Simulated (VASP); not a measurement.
Here is a VASP 6.6.1 calculation.

Contents of POSCAR:

```
CdSe
1.0
    0.0000000000      3.0300472589      3.0300472589
    3.0300472589      0.0000000000      3.0300472589
    3.0300472589      3.0300472589      0.0000000000
Cd Se
1 1
Direct
    0.0000000000      0.0000000000      0.0000000000
    0.2500000000      0.2500000000      0.2500000000
```

The input INCAR.step1:

```
PREC     = Accurate       # precision mode
ENCUT    = 520            # plane-wave cutoff, eV
ISMEAR   = 0              # smearing method
SIGMA    = 0.01           # smearing width, eV
LREAL    = F              # projectors in reciprocal space
LASPH    = T              # aspherical terms in the spheres
NELM     = 100            # most SCF steps
NBANDS   = 16             # bands
GGA      = PE             # functional
ALGO     = Normal         # electronic algorithm
EDIFF    = 1E-4           # SCF threshold, eV
LWAVE    = T              # write WAVECAR
LCHARG   = F              # write CHGCAR
```

The input INCAR.step2:

```
PREC     = Accurate       # precision mode
ENCUT    = 520            # plane-wave cutoff, eV
EDIFF    = 1E-6           # SCF threshold, eV
ISMEAR   = 0              # smearing method
SIGMA    = 0.01           # smearing width, eV
LREAL    = F              # projectors in reciprocal space
LASPH    = T              # aspherical terms in the spheres
NELM     = 100            # most SCF steps
ALGO     = Normal         # electronic algorithm
ISIF     = 2              # what is computed and relaxed
LWAVE    = F              # write WAVECAR
LCHARG   = F              # write CHGCAR
METAGGA  = R2SCAN         # meta-GGA
LMIXTAU  = T            
NBANDS   = 16             # bands
ISTART   = 1
```

File KPOINTS:

```
regular mesh
0
Gamma
  8 8 8
```

Potentials or basis: VASP PAW PBE potentials, release 64 (Cd, Se).

Command:

```console
$ cat potpaw_PBE.64/Cd/POTCAR potpaw_PBE.64/Se/POTCAR > POTCAR
$ cp INCAR.step1 INCAR
$ mpirun -np 1 vasp_std > vasp.out
$ cp INCAR.step2 INCAR
$ mpirun -np 1 vasp_std > vasp.out
```

(1) Estimate the pressure.

(2) Predict the band gap on the k mesh.

Answers

(1) 2.3 GPa.

(2) 1.11 eV, direct.

Caveat: the cell differs from its parent crystal (strain -1.2%); the PAW data sets were made with another functional, which shifts forces and pressure a little.
